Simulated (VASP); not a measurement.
# Ga3P4 (P-43m) in VASP: notebook, part 2 of 2

VASP 6.6.1.

**4. Relaxation of the atoms, PBE, collinear spin (atoms taken out)**

Input file INCAR:

```
SYSTEM = Ga3P4
  PREC = Accurate
  ENCUT = 520
  EDIFF = 1E-7
  ISMEAR = 0
  SIGMA = 0.01
  LREAL = .FALSE.
  LASPH = .TRUE.
  NELM = 150
  ALGO = Normal
  ISIF = 2
  LWAVE = .FALSE.
  LCHARG = .FALSE.
  ISPIN = 2
  MAGMOM = 0 0 0 0.25 0.25 0.25 0.25
  LORBIT = 11
  GGA = PE
  IBRION = 2
  NSW = 65
  EDIFFG = -0.025
```

Input file KPOINTS:

```
regular mesh
0
G
  3 3 3
  0 0 0
```

Input file POSCAR:

```
Ga3P4
1.0
    0.0000000000     -5.5051169748      0.0000000000
    0.0000000000      0.0000000000      5.5051169748
   -5.5051169748      0.0000000000      0.0000000000
Ga P
3 4
Direct
    0.5000000000      0.5000000000      1.0000000000
    0.0000000000      0.0000000000      0.0000000000
    0.5000000000      0.0000000000      0.5000000000
    0.2500000000      0.2500000000      0.2500000000
    0.7500000000      0.2500000000      0.7500000000
    0.2500000000      0.7500000000      0.7500000000
    0.7500000000      0.7500000000      0.2500000000
```

Potentials or basis: VASP PAW PBE potentials, release 64 (Ga_d, P).

Started as:

```
> cat potpaw_PBE.64/Ga_d/POTCAR potpaw_PBE.64/P/POTCAR > POTCAR
> mpirun -np 1 vasp_std > vasp.out
```

OUTCAR:

```text
SYSTEM = Ga3P4
   PREC = Accurate
   ENCUT = 520
   EDIFF = 1E-7
   ISMEAR = 0
   LREAL = .FALSE.
   LASPH = .TRUE.
   NELM = 150
   ISIF = 2
   ISPIN = 2
   LORBIT = 11
   GGA = PE
   IBRION = 2
   NSW = 65
   EDIFFG = -0.025

 ion  position               nearest neighbor table
   1  0.500  0.500  0.000-   4 2.38   5 2.38   6 2.38   7 2.38
   2  0.000  0.000  0.000-   4 2.38   5 2.38   6 2.38   7 2.38
   3  0.500  0.000  0.500-   4 2.38   5 2.38   6 2.38   7 2.38
   4  0.250  0.250  0.250-   1 2.38   2 2.38   3 2.38
   5  0.750  0.250  0.750-   1 2.38   2 2.38   3 2.38
   6  0.250  0.750  0.750-   1 2.38   2 2.38   3 2.38
   7  0.750  0.750  0.250-   1 2.38   2 2.38   3 2.38

  LATTYP: Found a simple cubic cell.
 ALAT       =     5.5051169748

  Lattice vectors:

 A1 = (   0.0000000000,  -5.5051169748,   0.0000000000)
 A2 = (   0.0000000000,   0.0000000000,   5.5051169748)
 A3 = (  -5.5051169748,   0.0000000000,   0.0000000000)

Analysis of symmetry for initial positions (statically):
=====================================================================
 Subroutine PRICEL returns:
 Original cell was already a primitive cell.

 Routine SETGRP: Setting up the symmetry group for a
 simple cubic supercell.

 Subroutine GETGRP returns: Found 24 space group operations
[... 254 lines left out ...]

 number of electron      58.9999973 magnetization       0.1851852

 Free energy of the ion-electron system (eV)
  ---------------------------------------------------
  ext. energy  EPLUGINS =         0.00000000
  ---------------------------------------------------
  free energy    TOTEN  =       -29.57158797 eV

  energy without entropy =      -29.57036167  energy(sigma->0) =      -29.57097482

 E-fermi :   3.0484     XC(G=0):  -9.1020

 val. band max:        2.8087891370   @ k =   0.3333   0.3333   0.0000
 cond. band min:       3.0499072265   @ k =   0.3333   0.0000   0.0000
 fundamental gap:      0.2411180895
 Fermi energy:         3.0484192871

 spin component 1

 k-point     1 :       0.0000    0.0000    0.0000
  band No.  band energies     occupation
      1     -11.4384      1.00000
      2     -11.4384      1.00000
      3     -11.4384      1.00000
      4     -11.3547      1.00000
      5     -11.3547      1.00000
      6     -11.3547      1.00000
[... 145 lines left out ...]
     35       7.9878      0.00000
     36       7.9878      0.00000
 Fermi energy:         3.0484192871

 spin component 2

 k-point     1 :       0.0000    0.0000    0.0000
  band No.  band energies     occupation
      1     -11.4365      1.00000
      2     -11.4365      1.00000
      3     -11.4365      1.00000
      4     -11.3536      1.00000
      5     -11.3536      1.00000
      6     -11.3536      1.00000
[... 179 lines left out ...]
  FREE ENERGIE OF THE ION-ELECTRON SYSTEM (eV)
  ---------------------------------------------------
  free  energy   TOTEN  =       -29.5715879692 eV

  energy  without entropy=      -29.5703616677  energy(sigma->0) =      -29.57097482

 reached required accuracy - stopping structural energy minimisation

 total charge

# of ion       s       p       d       tot
------------------------------------------
    1        0.871   0.797   9.997  11.665
    2        0.871   0.797   9.997  11.665
    3        0.871   0.797   9.997  11.665
    4        1.072   1.375   0.000   2.447
    5        1.072   1.375   0.000   2.447
    6        1.072   1.375   0.000   2.447
    7        1.072   1.375   0.000   2.447
--------------------------------------------------
tot          6.900   7.890  29.992  44.782

 magnetization (x)

# of ion       s       p       d       tot
------------------------------------------
    1       -0.001   0.001   0.001   0.002
    2       -0.001   0.001   0.001   0.002
    3       -0.001   0.001   0.001   0.002
    4        0.001   0.021   0.000   0.022
    5        0.001   0.021   0.000   0.022
    6        0.001   0.021   0.000   0.022
    7        0.001   0.021   0.000   0.022
--------------------------------------------------
tot          0.002   0.087   0.004   0.093
```

CONTCAR:

```text
Ga3P4
   1.00000000000000
     0.0000000000000000   -5.5051169748000000    0.0000000000000000
     0.0000000000000000    0.0000000000000000    5.5051169748000000
    -5.5051169748000000    0.0000000000000000    0.0000000000000000
  Ga              P
     3     4
Direct
     0.5000000000000000    0.5000000000000000    0.0000000000000000
     0.0000000000000000    0.0000000000000000    0.0000000000000000
     0.5000000000000000    0.0000000000000000    0.5000000000000000
     0.2480113355236532    0.2519886644763469    0.2519886644763469
     0.7519886644763468    0.2519886644763469    0.7480113355236532
     0.2480113355236532    0.7480113355236532    0.7480113355236532
     0.7519886644763468    0.7480113355236532    0.2519886644763469

  0.00000000E+00  0.00000000E+00  0.00000000E+00
  0.00000000E+00  0.00000000E+00  0.00000000E+00
  0.00000000E+00  0.00000000E+00  0.00000000E+00
  0.00000000E+00  0.00000000E+00  0.00000000E+00
  0.00000000E+00  0.00000000E+00  0.00000000E+00
  0.00000000E+00  0.00000000E+00  0.00000000E+00
  0.00000000E+00  0.00000000E+00  0.00000000E+00
```

Run time: 3.3 min. Hardware: 1 thread of Oxide Virtual Turin-like, shared host; peak memory 0.27 GiB.

What came out:

* Free energy: -29.5716 eV
* Energy gained by relaxing: 0.6 meV/atom
* Ionic steps: 3
* Pressure after relaxing: -3.1 GPa
* Largest force after relaxing: 0.017 eV/Å
* Net moment: 0.19 μB per cell
* Site moments: Ga +0.00; P +0.02 μB
* Valence electrons inside the program's atomic spheres: Ga 11.66; P 2.45

Forces on the atoms (eV/Å):
```
Ga   0.000  0.000  0.000
Ga   0.000  0.000  0.000
Ga   0.000  0.000  0.000
P   -0.010  0.010  0.010
P    0.010 -0.010  0.010
P    0.010  0.010 -0.010
P   -0.010 -0.010 -0.010
```

The path:
```
step  energy change (eV)  largest force (eV/Å)  pressure (GPa)
   1              0.0000                0.0983           -2.70
   2             -0.0017                0.0776           -2.79
   3             -0.0043                0.0169           -3.07
```

Final structure:
```
Ga P
1.0
     0.00000   -5.50512    0.00000
     0.00000    0.00000    5.50512
    -5.50512    0.00000    0.00000
Ga P
3 4
Direct
  0.50000 0.50000 0.00000
  0.00000 0.00000 0.00000
  0.50000 0.00000 0.50000
  0.24801 0.25199 0.25199
  0.75199 0.25199 0.74801
  0.24801 0.74801 0.74801
  0.75199 0.74801 0.25199
```

Caveat: the k points lie up to 0.38 Å⁻¹ apart; the cell differs from its parent crystal (atoms taken out).
